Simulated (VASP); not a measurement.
# Pb (Cmce) in VASP: further runs

Pb is run at these levels: PBE; tasks: single point, relaxation of cell and atoms.

All numbers are computed with VASP 6.6.1; they aren't measurements. Logs are shortened: lines on timing, memory, paths and dates and some standing lists are left out, and cuts for length are marked.

## (1) The cell of the first run

It takes space group Cmce (No. 64, orthorhombic). The conventional cell has a = 5.602 Å, b = 9.657 Å, c = 5.582 Å, α = 90.00°, β = 90.00°, γ = 90.00°. Pb (site symmetry m) has 7 Pb at 3.24 to 3.44 Å within 4.3 Å.

## (2) Single point, PBE

INCAR reads:

```
SYSTEM = Pb
PREC     = Accurate       ! precision mode
ENCUT    = 520            ! plane-wave cutoff, eV
EDIFF    = 1E-6           ! SCF threshold, eV
ISMEAR   = 0              ! smearing method
SIGMA    = 0.1            ! smearing width, eV
LREAL    = .FALSE.        ! projectors in reciprocal space
LASPH    = .TRUE.         ! aspherical terms in the spheres
NELM     = 100            ! most SCF steps
ALGO     = Fast           ! electronic algorithm
ISIF     = 2              ! what is computed and relaxed
LWAVE    = .FALSE.        ! write WAVECAR
LCHARG   = .FALSE.        ! write CHGCAR
GGA      = PE             ! functional
NBANDS   = 36             ! bands
```

KPOINTS reads:

```
regular mesh
0
G
  4 4 4
  0 0 0
```

POSCAR reads:

```
Pb
1.0
    2.8012468215     -4.8287024758      0.0000000000
    2.8012468215      4.8287024758      0.0000000000
    0.0000000000      0.0000000000      5.5824678500
Pb
4
Direct
    0.1598747967      0.8401252033      0.0871771899
    0.6598747967      0.3401252033      0.4128228101
    0.8401252033      0.1598747967      0.9128228101
    0.3401252033      0.6598747967      0.5871771899
```

Potentials or basis: VASP PAW PBE potentials, release 64 (Pb_d).

Command:

```console
$ cat potpaw_PBE.64/Pb_d/POTCAR > POTCAR
$ mpirun -np 1 vasp_std > vasp.out
```

OUTCAR:

```text
SYSTEM = Pb
   PREC = Accurate
   ENCUT = 520
   EDIFF = 1E-6
   ISMEAR = 0
   LREAL = .FALSE.
   LASPH = .TRUE.
   NELM = 100
   ISIF = 2
   GGA = PE

 ion  position               nearest neighbor table
   1  0.160  0.840  0.087-   3 3.24   4 3.29   4 3.29   2 3.34   2 3.34   3 3.44   3 3.44
   2  0.660  0.340  0.413-   4 3.24   3 3.29   3 3.29   1 3.34   1 3.34   4 3.44   4 3.44
   3  0.840  0.160  0.913-   1 3.24   2 3.29   2 3.29   4 3.34   4 3.34   1 3.44   1 3.44
   4  0.340  0.660  0.587-   2 3.24   1 3.29   1 3.29   3 3.34   3 3.34   2 3.44   2 3.44

  LATTYP: Found a base centered orthorhombic cell.
 ALAT       =     5.6024936430
 B/A-ratio  =     1.7237690155
 C/A-ratio  =     0.9964255572

  Lattice vectors:

 A1 = (   2.8012468215,  -4.8287024758,   0.0000000000)
 A2 = (   2.8012468215,   4.8287024758,   0.0000000000)
 A3 = (   0.0000000000,   0.0000000000,   5.5824678500)

Analysis of symmetry for initial positions (statically):
=====================================================================
 Subroutine PRICEL returns:
 Original cell was already a primitive cell.

 Routine SETGRP: Setting up the symmetry group for a
 base centered orthorhombic supercell.

 Subroutine GETGRP returns: Found  8 space group operations
 (whereof  4 operations were pure point group operations)
 out of a pool of  8 trial point group operations.

The static configuration has the point symmetry C_2h.
 The point group associated with its full space group is D_2h.

Analysis of symmetry for dynamics (positions and initial velocities):
=====================================================================
 Subroutine PRICEL returns:
 Original cell was already a primitive cell.

 Routine SETGRP: Setting up the symmetry group for a
 base centered orthorhombic supercell.

 Subroutine GETGRP returns: Found  8 space group operations
 (whereof  4 operations were pure point group operations)
 out of a pool of  8 trial point group operations.

The dynamic configuration has the point symmetry C_2h.
 The point group associated with its full space group is D_2h.

 Subroutine INISYM returns: Found  8 space group operations
 (whereof  4 operations are pure point group operations),
 and found     1 'primitive' translations

----------------------------------------------------------------------------------------

                                     Primitive cell

  volume of cell :     151.0212

  direct lattice vectors                    reciprocal lattice vectors
     2.801246821 -4.828702476  0.000000000     0.178491947 -0.103547486  0.000000000
     2.801246821  4.828702476  0.000000000     0.178491947  0.103547486  0.000000000
     0.000000000  0.000000000  5.582467850     0.000000000  0.000000000  0.179132245

  length of vectors
     5.582414474  5.582414474  5.582467850     0.206352749  0.206352749  0.179132245

  position of ions in fractional coordinates (direct lattice)
     0.159874797  0.840125203  0.087177190
     0.659874797  0.340125203  0.412822810
     0.840125203  0.159874797  0.912822810
     0.340125203  0.659874797  0.587177190

  ion indices of the primitive-cell ions
   primitive index   ion index
                 1           1
                 2           2
                 3           3
                 4           4

----------------------------------------------------------------------------------------

 KPOINTS: regular mesh

Automatic generation of k-mesh.
 Grid dimensions read from file:
 generate k-points for:    4    4    4

 Generating k-lattice:

  Cartesian coordinates                     Fractional coordinates (reciprocal lattice)
     0.044622987 -0.025886871  0.000000000     0.250000000 -0.000000000  0.000000000
     0.044622987  0.025886871  0.000000000    -0.000000000  0.250000000  0.000000000
     0.000000000  0.000000000  0.044783061     0.000000000  0.000000000  0.250000000

  Length of vectors
     0.051588187  0.051588187  0.044783061

  Shift w.r.t. Gamma in fractional coordinates (k-lattice)
     0.000000000  0.000000000  0.000000000

 Subroutine IBZKPT returns following result:
 ===========================================

 Found     21 irreducible k-points:

 Following reciprocal coordinates:
            Coordinates               Weight
  0.000000  0.000000  0.000000      1.000000
  0.250000  0.000000  0.000000      4.000000
  0.500000  0.000000  0.000000      2.000000
  0.250000  0.250000  0.000000      2.000000
  0.500000  0.250000  0.000000      4.000000
 -0.250000  0.250000  0.000000      2.000000
[... 13 lines left out ...]
 -0.250000  0.250000  0.500000      2.000000
  0.500000  0.500000  0.500000      1.000000
   k-points           NKPTS =     21   k-points in BZ     NKDIM =     21   number of bands    NBANDS=     36
   number of dos      NEDOS =    301   number of ions     NIONS =      4
   total plane-waves  NPLWV =  74088
   dimension x,y,z NGX =    42 NGY =   42 NGZ =   42
   dimension x,y,z NGXF=    84 NGYF=   84 NGZF=   84
   ions per type =               4
   NGX,Y,Z   is equivalent  to a cutoff of  12.51, 12.51, 12.51 a.u.
   NGXF,Y,Z  is equivalent  to a cutoff of  25.02, 25.02, 25.02 a.u.
 SYSTEM =  Pb
   PREC   = accura    normal or accurate (medium, high low for compatibility)
   ISTART =      0    job   : 0-new  1-cont  2-samecut
   ICHARG =      2    charge: 1-file 2-atom 10-const
   ISPIN  =      1    spin polarized calculation?
   LNONCOLLINEAR =      F non collinear calculations
   LSORBIT =      F    spin-orbit coupling
   LASPH  =      T    aspherical Exc in radial PAW
   ENCUT  =  520.0 eV  38.22 Ry    6.18 a.u.  10.38 10.38 10.38*2*pi/ulx,y,z
   NELM   =    100;   NELMIN=  2; NELMDL= -5     # of ELM steps
   EDIFF  = 0.1E-05   stopping-criterion for ELM
   LREAL  =      F    real-space projection
   EDIFFG = 0.1E-04   stopping-criterion for IOM
   NSW    =      0    number of steps for IOM
   IBRION =     -1    ionic relax: 0-MD 1-quasi-New 2-CG
   NFREE  =      0    steps in history (QN), initial steepest desc. (CG)
   ISIF   =      2    stress and relaxation
   ISYM   =      2    0-nonsym 1-usesym 2-fastsym
   POTIM  = 0.5000    time-step for ionic-motion
   TEBEG  =    0.0;   TEEND  =   0.0 temperature during run
   PSTRESS=    0.0 pullay stress
   NELECT =      56.0000    total number of electrons
   NUPDOWN=      -1.0000    fix difference up-down
   EMIN   =  10.00;   EMAX   =-10.00  energy-range for DOS
   EFERMI =   0.00;   METHOD = LEGACY
   ISMEAR =     0;   SIGMA  =   0.10  broadening in eV -4-tet -1-fermi 0-gaus
   EFERMI_NEDOS =   21; number of points for ismear=-14 and -15
   IALGO  =     68    algorithm
   IMIX   =      4    mixing-type and parameters
     AMIX     =   0.40;   BMIX     =  1.00
     AMIX_MAG =   1.60;   BMIX_MAG =  1.00
  volume/ion in A,a.u.               =      37.76       254.79
  Fermi-wavevector in a.u.,A,eV,Ry     =   1.176138  2.222578 18.820936  1.383300
  Thomas-Fermi vector in A             =   2.312507
   LORBIT       =      0    0 simple, 1 ext, 2 COOP (PROOUT), +10 PAW based schemes
   GGA     = PE    functional components
   LHFCALC =     F    Hartree Fock is set to
   AEXX    =    0.0000 exact exchange contribution
   IVDW    =     0    specifies the selected vdW correction
   LEPSILON=     F    determine dielectric tensor
   LRPA    =     F    only Hartree local field effects (RPA)
 non-spin polarized calculation
 RMM-DIIS sequential band-by-band and
 Gauss-broadening in eV      SIGMA  =   0.10
  energy-cutoff  :      520.00
  volume of cell :      151.02
 maximum number of plane-waves:      4096
 NGX is ok and might be reduce to    42
   NGX = 21   NGY = 21   NGZ = 21

 number of electron      56.0000000 magnetization

 Free energy of the ion-electron system (eV)
  ---------------------------------------------------
  ext. energy  EPLUGINS =         0.00000000
  ---------------------------------------------------
  free energy    TOTEN  =       -13.74321731 eV

  energy without entropy =      -13.73005151  energy(sigma->0) =      -13.73663441

 E-fermi :   5.0179     XC(G=0):  -8.9530

 val. band max:        4.9831508364   @ k =   0.0000   0.0000   0.5000
 cond. band min:       5.0251500109   @ k =   0.0000   0.0000   0.0000
 fundamental gap:      0.0419991745
 Fermi energy:         5.0178997015

 k-point     1 :       0.0000    0.0000    0.0000
  band No.  band energies     occupation
      1     -12.0656      2.00000
      2     -12.0644      2.00000
      3     -12.0566      2.00000
      4     -12.0344      2.00000
      5     -12.0091      2.00000
      6     -11.9783      2.00000
[... 28 lines left out ...]
     35       9.0980      0.00000
     36       9.6955      0.00000

 k-point     2 :       0.2500    0.0000    0.0000
  band No.  band energies     occupation
      1     -12.0753      2.00000
      2     -12.0534      2.00000
      3     -12.0526      2.00000
      4     -12.0471      2.00000
      5     -11.9935      2.00000
      6     -11.9739      2.00000
[... 28 lines left out ...]
     35       8.7222      0.00000
     36       9.6779      0.00000

 k-point     3 :       0.5000    0.0000    0.0000
  band No.  band energies     occupation
      1     -12.0803      2.00000
      2     -12.0803      2.00000
      3     -12.0269      2.00000
      4     -12.0269      2.00000
      5     -12.0070      2.00000
      6     -12.0070      2.00000
[... 28 lines left out ...]
     35      10.4734      0.00000
     36      10.4734      0.00000
[... 625 lines left out ...]
 k-point    20 :      -0.2500    0.2500    0.5000
  band No.  band energies     occupation
      1     -12.0849      2.00000
      2     -12.0849      2.00000
      3     -12.0278      2.00000
      4     -12.0278      2.00000
      5     -11.9950      2.00000
      6     -11.9950      2.00000
[... 28 lines left out ...]
     35       9.9092      0.00000
     36       9.9092      0.00000

 k-point    21 :       0.5000    0.5000    0.5000
  band No.  band energies     occupation
      1     -12.1031      2.00000
      2     -12.1031      2.00000
      3     -12.0100      2.00000
      4     -12.0100      2.00000
      5     -12.0019      2.00000
      6     -12.0019      2.00000
[... 28 lines left out ...]
     35      11.0299      0.00000
     36      11.0300      0.00000

------------------------ aborting loop because EDIFF is reached ----------------------------------------

  FORCE on cell =-STRESS in cart. coord.  units (eV):
  Direction    XX          YY          ZZ          XY          YZ          ZX
  --------------------------------------------------------------------------------------
  -------------------------------------------------------------------------------------
  Total       -0.0962366     -0.0427971     -0.1153011      0.0000000      0.0000000      0.0000000
  in kB       -1.0209696     -0.4540322     -1.2232243      0.0000000      0.0000000      0.0000000
  external PRESSURE =      -0.8994087 kB  Pullay stress =       0.0000000 kB

 VOLUME and BASIS-vectors are now :
 -----------------------------------------------------------------------------
  energy-cutoff  :      520.00
  volume of cell :      151.02
      direct lattice vectors                 reciprocal lattice vectors
     2.801246821 -4.828702476  0.000000000     0.178491947 -0.103547486  0.000000000
     2.801246821  4.828702476  0.000000000     0.178491947  0.103547486  0.000000000
     0.000000000  0.000000000  5.582467850     0.000000000  0.000000000  0.179132245

 POSITION                                       TOTAL-FORCE (eV/Angst)
 -----------------------------------------------------------------------------------
      2.80125      3.28473      0.48666         0.000000      0.009103      0.014026
      2.80125     -1.54398      2.30457         0.000000      0.009103     -0.014026
      2.80125     -3.28473      5.09580         0.000000     -0.009103     -0.014026
      2.80125      1.54398      3.27790         0.000000     -0.009103      0.014026
 -----------------------------------------------------------------------------------
    total drift:                                0.000000     -0.000000     -0.000000

  FREE ENERGIE OF THE ION-ELECTRON SYSTEM (eV)
  ---------------------------------------------------
  free  energy   TOTEN  =       -13.7432173130 eV

  energy  without entropy=      -13.7300515065  energy(sigma->0) =      -13.73663441
```

Wall time 94 s (1 thread of AMD EPYC 9R45 (Zen 5), shared host); peak memory 0.26 GiB.

Results:

```
Free energy            : -13.7432 eV
Pressure               : -0.1 GPa
Largest force          : 0.017 eV/Å
Band gap on the k mesh : zero (bands 28 and 29 overlap by 0.93 eV)
```

Forces in eV/Å, atoms in the order of the input:
```
Pb   0.000  0.009  0.014
Pb   0.000  0.009 -0.014
Pb   0.000 -0.009 -0.014
Pb   0.000 -0.009  0.014
```

Caveat: spin-orbit coupling is left out, which moves the levels of the heavy elements.

(Continued in part 2 of 2.)

The gap in the log of VASP goes by the Fermi energy; the results here count the filled bands.